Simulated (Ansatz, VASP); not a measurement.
ScAlN2: VASP beside Ansatz

```xyz
4
Lattice="3.0139 0.0000 0.0000 0.0000 3.0139 0.0000 0.0000 0.0000 4.2754" Properties=species:S:1:pos:R:3 pbc="T T T"
Sc    0.0000    0.0000    0.0000
N     0.0000    0.0000    2.1377
N     1.5069    1.5069    0.0000
Al    1.5069    1.5069    2.1377
```

Alike in both runs: task single point; functional r2SCAN; k mesh 8 × 8 × 6; no spin polarisation.

|  | VASP | Ansatz |
| --- | --- | --- |
| version | VASP 6.6.1 | Ansatz 0.2.0 |
| potentials or method | VASP PAW PBE potentials, release 64 (Sc_sv, N_h, Al) | plane waves, PAW |
| plane-wave cutoff (eV) | 1460 | 500 |
| occupations | gaussian, width 0.01 eV | fixed |
| valence electrons in the cell | 24 | 24 |

|  | VASP | Ansatz | Ansatz less VASP |
| --- | --- | --- | --- |
| gap on the k mesh at the Fermi level (eV) | 1.06 | 1.07 | +0.003 |
| pressure (GPa) | 8.6 | 7.5 | -1.07 |

VASP's potentials were made for PBE, not for r2SCAN.
